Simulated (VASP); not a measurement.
The system is Sc2InSb3.

```xyz
6
Lattice="3.3145 -5.7221 0.0000 3.3145 5.7221 0.0000 -0.0234 0.0000 3.8316" Properties=species:S:1:pos:R:3 pbc="T T T"
Sc    3.3145   -1.8769    0.0000
Sc    3.3145    1.8769    0.0000
In    0.0000    0.0000    0.0000
Sb    3.3028    0.0000    1.9158
Sb    1.6456    2.8611    1.9158
Sb    1.6456   -2.8611    1.9158
```

The cell was generated, and may not be a known phase.

- Program: VASP 6.6.1
- Task: relaxation of cell and atoms
- Functional: PBE
- Potentials or basis: VASP PAW PBE potentials, release 64 (Sc_sv, In_d, Sb)
- Cutoff: 600 eV
- k mesh: 3 × 3 × 4
- Occupations: gaussian, width 0.2 eV
- Spin: no spin polarisation

At the start: pressure 14.1 GPa; volume 24.22 Å³/atom.

Task: Where does the relaxation end?

Result: Over 6 steps the energy falls by 229.7 meV/atom and the volume is 28.27 Å³/atom (+16.7 %); space group P6/mmm (No. 191, to 0.1 Å) before, Cmmm (No. 65, to 0.1 Å).

The path:
```csv
step,energy change (eV),largest force (eV/Å),pressure (GPa),volume (Å³)
1,0.0000,0.3737,14.06,145.34
2,-0.9855,0.0249,-4.96,194.26
3,-1.3351,0.0906,-0.38,174.80
4,-1.3347,0.0873,-0.56,175.42
5,-1.3553,0.0512,-0.50,174.00
6,-1.3779,0.0523,-0.17,169.61
```

Final structure:
```cif
data_structure
_symmetry_space_group_name_H-M 'P 1'
_symmetry_Int_Tables_number 1
_cell_length_a 6.7191
_cell_length_b 6.7191
_cell_length_c 4.3653
_cell_angle_alpha 89.920
_cell_angle_beta 89.920
_cell_angle_gamma 120.611
_cell_volume 169.61
loop_
_atom_site_label
_atom_site_type_symbol
_atom_site_fract_x
_atom_site_fract_y
_atom_site_fract_z
_atom_site_occupancy
Sc1 Sc 0.66646 0.33354 0.00000 1
Sc2 Sc 0.33354 0.66646 0.00000 1
In1 In 0.00000 0.00000 0.00000 1
Sb1 Sb 0.50000 0.50000 0.50000 1
Sb2 Sb 0.00000 0.50000 0.50000 1
Sb3 Sb 0.50000 0.00000 0.50000 1
```

Caveat: the k points lie up to 0.36 Å⁻¹ apart in the final cell, too coarse for converged energies and pressures of a metal; the volume moved by over 15 % at a fixed basis, so the end points are rough; the relaxation stopped at a loose force limit of 0.08 eV/Å, so its end isn't a converged minimum.
